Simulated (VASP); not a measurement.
PbSe, 4 atoms in the cell. Symmetry: P6_3mc, No. 186, hexagonal system. The conventional cell has a = 5.174 Å, b = 5.174 Å, c = 6.215 Å, α = 90.00°, β = 90.00°, γ = 120.00°. Pb (site symmetry 3m) has 5 Se at 2.99 to 3.14 Å within 3.9 Å. Within 3.9 Å of Se (site symmetry 3m) lie 5 Pb at 2.99 to 3.14 Å. 

| Quantity | Value |
| --- | --- |
| Program | VASP 6.6.1 |
| Task | single point |
| Functional | PBE |
| Potentials or basis | VASP PAW PBE potentials, release 64 (Pb_d, Se) |
| Cutoff | 520 eV |
| k mesh | 6 × 6 × 4 |
| Occupations | gaussian, width 0.01 eV |
| Spin | no spin polarisation |
| Dipole correction | no |
| Further INCAR settings | ALGO = Normal; EDIFF = 1e-06; NBANDS = 28 |

Potentials or basis: VASP PAW PBE potentials, release 64 (Pb_d, Se).

The run is started by

```console
$ cat potpaw_PBE.64/Pb_d/POTCAR potpaw_PBE.64/Se/POTCAR > POTCAR
$ mpirun -np 1 vasp_std > vasp.out
```

Hardware: 1 thread of AMD EPYC 7R13 (shared host).

Problem. Estimate the wall time of this run.

Solution. Run time: 2.4 min on 1 thread of AMD EPYC 7R13, on a shared host, peak memory 0.26 GiB. Counts: scf iterations 14, k points 21.
